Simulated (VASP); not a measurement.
# SiC (F-43m) in VASP: single point with PBE+D3(BJ)

Aim: the single point of SiC with PBE+D3(BJ).

Everything below comes from runs of VASP 6.6.1. Logs are shortened: lines on timing, memory, paths and dates and some standing lists are left out, and cuts for length are marked.

## (1) The cell of the first run

The structure is cubic, space group F-43m (No. 216). Conventional cell: a = 4.349 Å, b = 4.349 Å, c = 4.349 Å, α = 90.00°, β = 90.00°, γ = 90.00°. Within 2.5 Å of C (site symmetry -43m) lie 4 Si at 1.88 Å. Si (site symmetry -43m) has 4 C at 1.88 Å within 2.5 Å.

## (2) Single point, PBE+D3(BJ)

Contents of INCAR:

```
  PREC = Accurate
  ENCUT = 520
  EDIFF = 1E-6
  ISMEAR = 0
  SIGMA = 0.01
  LREAL = F
  LASPH = T
  NELM = 80
  ALGO = Normal
  ISIF = 2
  LWAVE = F
  LCHARG = T
  GGA = PE
  IVDW = 12
  LELF = T
  LVHAR = T
  NBANDS = 21
```

Contents of KPOINTS:

```
Automatic mesh
0
Gamma
  12 8 8
```

Contents of POSCAR:

```
SiC
1.0
    1.7608819790      0.0000000000     -2.5209292037
   -2.6630044976     -4.6125375576      0.0153362448
   -2.6630044976      4.6125375576      0.0153362448
C Si
3 3
Direct
    0.8749971788      0.4583323362      0.7916656695
    0.8749971788      0.7916656695      0.4583323362
    0.8749971788      0.1249990028      0.1249990028
    0.1250028212      0.2083343305      0.5416676638
    0.1250028212      0.5416676638      0.2083343305
    0.1250028212      0.8750009972      0.8750009972
```

Potentials or basis: VASP PAW PBE potentials, release 64 (C, Si).

On the command line:

```sh
$ cat potpaw_PBE.64/C/POTCAR potpaw_PBE.64/Si/POTCAR > POTCAR
$ mpirun -np 1 vasp_std > vasp.out
```

OUTCAR:

```text
PREC = Accurate
   ENCUT = 520
   EDIFF = 1E-6
   ISMEAR = 0
   LREAL = F
   LASPH = T
   NELM = 80
   ISIF = 2
   GGA = PE
   IVDW = 12
 IVDW          = 12

 ion  position               nearest neighbor table
   1  0.875  0.458  0.792-   4 1.88   6 1.88   5 1.88   4 1.88
   2  0.875  0.792  0.458-   5 1.88   6 1.88   4 1.88   5 1.88
   3  0.875  0.125  0.125-   6 1.88   5 1.88   4 1.88   6 1.88
   4  0.125  0.208  0.542-   1 1.88   3 1.88   2 1.88   1 1.88   6 3.08   6 3.08   5 3.08   5 3.08
                             6 3.08   6 3.08   5 3.08   5 3.08   5 3.08   6 3.08
   5  0.125  0.542  0.208-   2 1.88   3 1.88   1 1.88   2 1.88   6 3.08   6 3.08   4 3.08   4 3.08
                             6 3.08   6 3.08   4 3.08   4 3.08   4 3.08   6 3.08
   6  0.125  0.875  0.875-   3 1.88   1 1.88   2 1.88   3 1.88   5 3.08   4 3.08   5 3.08   4 3.08
                             4 3.08   5 3.08   5 3.08   4 3.08   4 3.08   5 3.08

  LATTYP: Found a body centered orthorhombic cell.
 ALAT       =     3.0750267306
 B/A-ratio  =     1.4142109584
 C/A-ratio  =     2.9999983491

  Lattice vectors:

 A1 = (  -0.9021225186,  -4.6125375576,  -2.5055929589)
 A2 = (   0.9021225186,  -4.6125375576,   2.5055929589)
 A3 = (  -2.6630044976,   4.6125375576,   0.0153362448)

Analysis of symmetry for initial positions (statically):
=====================================================================
 Subroutine PRICEL returns following result:

  LATTYP: Found a face centered cubic cell.
 ALAT       =     4.3487390956

  Lattice vectors:

 A1 = (   0.9021225189,  -1.5375125190,   2.5055929589)
 A2 = (   0.9021225191,   1.5375125195,   2.5055929589)
 A3 = (  -1.7608819790,   0.0000000000,   2.5209292037)

   3 primitive cells build up your supercell.

 Routine SETGRP: Setting up the symmetry group for a
 body centered orthorhombic supercell.

 Subroutine GETGRP returns: Found  4 space group operations
 (whereof  2 operations were pure point group operations)
 out of a pool of  8 trial point group operations.

The static configuration has the point symmetry C_1h.
 The point group associated with its full space group is C_2v.

Analysis of symmetry for dynamics (positions and initial velocities):
=====================================================================
 Subroutine PRICEL returns following result:

  LATTYP: Found a face centered cubic cell.
 ALAT       =     4.3487390956

  Lattice vectors:

 A1 = (   0.9021225189,  -1.5375125190,   2.5055929589)
 A2 = (   0.9021225191,   1.5375125195,   2.5055929589)
 A3 = (  -1.7608819790,   0.0000000000,   2.5209292037)

   3 primitive cells build up your supercell.

 Routine SETGRP: Setting up the symmetry group for a
 body centered orthorhombic supercell.

 Subroutine GETGRP returns: Found  4 space group operations
 (whereof  2 operations were pure point group operations)
 out of a pool of  8 trial point group operations.

The dynamic configuration has the point symmetry C_1h.
 The point group associated with its full space group is C_2v.

 Subroutine INISYM returns: Found  4 space group operations
 (whereof  2 operations are pure point group operations),
 and found     3 'primitive' translations

----------------------------------------------------------------------------------------

                                     Primitive cell

  volume of cell :      20.5604

  direct lattice vectors                    reciprocal lattice vectors
     0.902122519 -1.537512519  2.505592959     0.188516193 -0.325200604  0.131679528
     0.902122519  1.537512520  2.505592959     0.188516193  0.325200604  0.131679528
    -1.760881979  0.000000000  2.520929204    -0.374738683  0.000000000  0.134922236

  length of vectors
     3.075022904  3.075022904  3.075026731     0.398287943  0.398287943  0.398287698

  position of ions in fractional coordinates (direct lattice)
     0.875000997  0.875000997  0.375000827
     0.124999003  0.124999003  0.624999173

  ion indices of the primitive-cell ions
   primitive index   ion index
                 1           1
                 2           4

----------------------------------------------------------------------------------------

 KPOINTS: Automatic mesh

Automatic generation of k-mesh.
 Grid dimensions read from file:
 generate k-points for:   12    8    8

 Generating k-lattice:

  Cartesian coordinates                     Fractional coordinates (reciprocal lattice)
    -0.000191142  0.000000000 -0.033190108     0.083333333  0.000000000  0.000000000
    -0.023564524 -0.013550025 -0.016459941     0.000000000  0.125000000  0.000000000
    -0.023564524  0.013550025 -0.016459941     0.000000000  0.000000000  0.125000000

  Length of vectors
     0.033190658  0.031777659  0.031777659

  Shift w.r.t. Gamma in fractional coordinates (k-lattice)
     0.000000000  0.000000000  0.000000000

 WARNING: IBZKPT: internal override: KBLOWUP is changed to .FALSE.
      ... skipping the blow-up phase ...

 Subroutine IBZKPT returns following result:
 ===========================================

 Found    199 irreducible k-points:

 Following reciprocal coordinates:
            Coordinates               Weight
  0.000000  0.000000  0.000000      1.000000
  0.083333  0.000000  0.000000      2.000000
  0.166667  0.000000  0.000000      2.000000
  0.250000 -0.000000 -0.000000      4.000000
  0.333333  0.000000  0.000000      2.000000
  0.416667  0.000000  0.000000      2.000000
[... 16 lines left out ...]
  0.250000  0.250000  0.000000      8.000000
  0.333333  0.250000 -0.000000      4.000000
 [... further k-points ...]
   k-points           NKPTS =    199   k-points in BZ     NKDIM =    199   number of bands    NBANDS=     21
   number of dos      NEDOS =    301   number of ions     NIONS =      6
   total plane-waves  NPLWV =  38400
   dimension x,y,z NGX =    24 NGY =   40 NGZ =   40
   dimension x,y,z NGXF=    48 NGYF=   80 NGZF=   80
   ions per type =               3   3
   NGX,Y,Z   is equivalent  to a cutoff of  12.98, 12.49, 12.49 a.u.
   NGXF,Y,Z  is equivalent  to a cutoff of  25.95, 24.97, 24.97 a.u.
 SYSTEM =  unknown system
   PREC   = accura    normal or accurate (medium, high low for compatibility)
   ISTART =      0    job   : 0-new  1-cont  2-samecut
   ICHARG =      2    charge: 1-file 2-atom 10-const
   ISPIN  =      1    spin polarized calculation?
   LNONCOLLINEAR =      F non collinear calculations
   LSORBIT =      F    spin-orbit coupling
   LASPH  =      T    aspherical Exc in radial PAW
   ENCUT  =  520.0 eV  38.22 Ry    6.18 a.u.   5.72  9.90  9.90*2*pi/ulx,y,z
   NELM   =     80;   NELMIN=  2; NELMDL= -5     # of ELM steps
   EDIFF  = 0.1E-05   stopping-criterion for ELM
   LREAL  =      F    real-space projection
   EDIFFG = 0.1E-04   stopping-criterion for IOM
   NSW    =      0    number of steps for IOM
   IBRION =     -1    ionic relax: 0-MD 1-quasi-New 2-CG
   NFREE  =      0    steps in history (QN), initial steepest desc. (CG)
   ISIF   =      2    stress and relaxation
   ISYM   =      2    0-nonsym 1-usesym 2-fastsym
   POTIM  = 0.5000    time-step for ionic-motion
   TEBEG  =    0.0;   TEEND  =   0.0 temperature during run
   PSTRESS=    0.0 pullay stress
   NELECT =      24.0000    total number of electrons
   NUPDOWN=      -1.0000    fix difference up-down
   EMIN   =  10.00;   EMAX   =-10.00  energy-range for DOS
   EFERMI =   0.00;   METHOD = LEGACY
   ISMEAR =     0;   SIGMA  =   0.01  broadening in eV -4-tet -1-fermi 0-gaus
   EFERMI_NEDOS =   21; number of points for ismear=-14 and -15
   IALGO  =     38    algorithm
   IMIX   =      4    mixing-type and parameters
     AMIX     =   0.40;   BMIX     =  1.00
     AMIX_MAG =   1.60;   BMIX_MAG =  1.00
  volume/ion in A,a.u.               =      10.28        69.37
  Fermi-wavevector in a.u.,A,eV,Ry     =   1.195165  2.258535 19.434832  1.428420
  Thomas-Fermi vector in A             =   2.331137
   LORBIT       =      0    0 simple, 1 ext, 2 COOP (PROOUT), +10 PAW based schemes
   GGA     = PE    functional components
   LHFCALC =     F    Hartree Fock is set to
   AEXX    =    0.0000 exact exchange contribution
   IVDW    =    12    specifies the selected vdW correction
   LEPSILON=     F    determine dielectric tensor
   LRPA    =     F    only Hartree local field effects (RPA)
 non-spin polarized calculation
 Gauss-broadening in eV      SIGMA  =   0.01
  energy-cutoff  :      520.00
  volume of cell :       61.68
 maximum number of plane-waves:      1681
   NGX = 11   NGY = 19   NGZ = 19

 number of electron      24.0000001 magnetization

 Free energy of the ion-electron system (eV)
  ---------------------------------------------------
  ext. energy  EPLUGINS =         0.00000000
  ---------------------------------------------------
  free energy    TOTEN  =       -45.16378570 eV

  energy without entropy =      -45.16378570  energy(sigma->0) =      -45.16378570

 E-fermi :   8.2860     XC(G=0): -11.3842

 val. band max:        8.1785749692   @ k =   0.0000   0.0000   0.0000
 cond. band min:       9.5296309295   @ k =  -0.0000   0.5000   0.5000
 fundamental gap:      1.3510559603
 Fermi energy:         8.2860331670

 k-point     1 :       0.0000    0.0000    0.0000
  band No.  band energies     occupation
      1      -7.2749      2.00000
      2      -2.6142      2.00000
      3      -2.6142      2.00000
      4       1.1271      2.00000
      5       1.1271      2.00000
      6       2.5185      2.00000
[... 13 lines left out ...]
     20      17.3986      0.00000
     21      19.0065      0.00000

 k-point     2 :       0.0833    0.0000    0.0000
  band No.  band energies     occupation
      1      -7.1383      2.00000
      2      -2.6055      2.00000
      3      -2.6055      2.00000
      4       0.9314      2.00000
      5       0.9314      2.00000
      6       2.9489      2.00000
[... 13 lines left out ...]
     20      16.8885      0.00000
     21      18.6847      0.00000
[... 487 lines left out ...]
      5       2.2037      2.00000
      6       2.2254      2.00000
[... 13 lines left out ...]
     20      17.2581      0.00000
     21      17.7807      0.00000

 k-point    24 :       0.3333    0.2500   -0.0000
  band No.  band energies     occupation
      1      -4.1224      2.00000
      2      -3.9155      2.00000
      3      -3.0506      2.00000
      4       0.6719      2.00000
      5       1.3095      2.00000
      6       1.9009      2.00000
[... 13 lines left out ...]
     20      17.3634      0.00000
     21      17.6277      0.00000

 [... further k-points ...]

------------------------ aborting loop because EDIFF is reached ----------------------------------------

 Edisp (eV)   -1.81825

 E8    (eV) :    -0.6833

  FORCE on cell =-STRESS in cart. coord.  units (eV):
  Direction    XX          YY          ZZ          XY          YZ          ZX
  --------------------------------------------------------------------------------------
  -------------------------------------------------------------------------------------
  Total      -0.02448    -0.02481    -0.02439     0.00000     0.00000    -0.00012
  in kB      -0.63584    -0.64450    -0.63357     0.00000     0.00000    -0.00310
  external pressure =       -0.64 kB  Pullay stress =        0.00 kB

 VOLUME and BASIS-vectors are now :
 -----------------------------------------------------------------------------
  energy-cutoff  :      520.00
  volume of cell :       61.68
      direct lattice vectors                 reciprocal lattice vectors
     1.760881979  0.000000000 -2.520929204    -0.002293702  0.000000000 -0.398281291
    -2.663004498 -4.612537558  0.015336245    -0.188516193 -0.108400201 -0.131679528
    -2.663004498  4.612537558  0.015336245    -0.188516193  0.108400201 -0.131679528

 POSITION                                       TOTAL-FORCE (eV/Angst)
 -----------------------------------------------------------------------------------
     -1.78798      1.53751     -2.18664        -0.000128      0.000000     -0.000090
     -1.78798     -1.53751     -2.18664        -0.000128      0.000000     -0.000090
      0.87502      0.00000     -2.20197        -0.000128      0.000000     -0.000090
     -1.77714      1.53751     -0.30362         0.000128      0.000000      0.000090
     -1.77714     -1.53751     -0.30362         0.000128      0.000000      0.000090
     -4.44015      0.00000     -0.28828         0.000128      0.000000      0.000090
 -----------------------------------------------------------------------------------
    total drift:                                0.000186      0.000000     -0.000238

  FREE ENERGIE OF THE ION-ELECTRON SYSTEM (eV)
  ---------------------------------------------------
  free  energy   TOTEN  =       -46.9820371523 eV

  energy  without entropy=      -46.9820371523  energy(sigma->0) =      -46.98203715
```

It took 5.5 min on 1 thread of Oxide Virtual Turin-like, shared host; peak memory 0.3 GiB.

Results:

```yaml
Free_energy: -46.9820 eV
Pressure: -0.1 GPa
Band_gap_on_the_k_mesh: 1.35 eV
Dispersion_energy_per_atom: -0.303 eV
```

Levels at points of the mesh, in eV from the valence-band top:
| k point | band 10 | band 11 | band 12 | band 13 | band 14 | band 15 |
| --- | --- | --- | --- | --- | --- | --- |
| (0.00, 0.00, 0.00) | 0.00 | 0.00 | 0.00 | 3.84 | 3.84 | 6.31 |
| (0.50, 0.00, 0.00) | -3.13 | -1.05 | -1.05 | 5.13 | 5.13 | 5.49 |
| (0.00, 0.50, 0.00) | -1.75 | -1.05 | -1.05 | 4.94 | 4.94 | 5.49 |
| (0.50, 0.50, 0.00) | -3.20 | -2.43 | -2.43 | 1.35 | 4.34 | 4.91 |
| (0.00, 0.50, 0.50) | -2.44 | -0.38 | -0.38 | 1.35 | 4.34 | 7.07 |
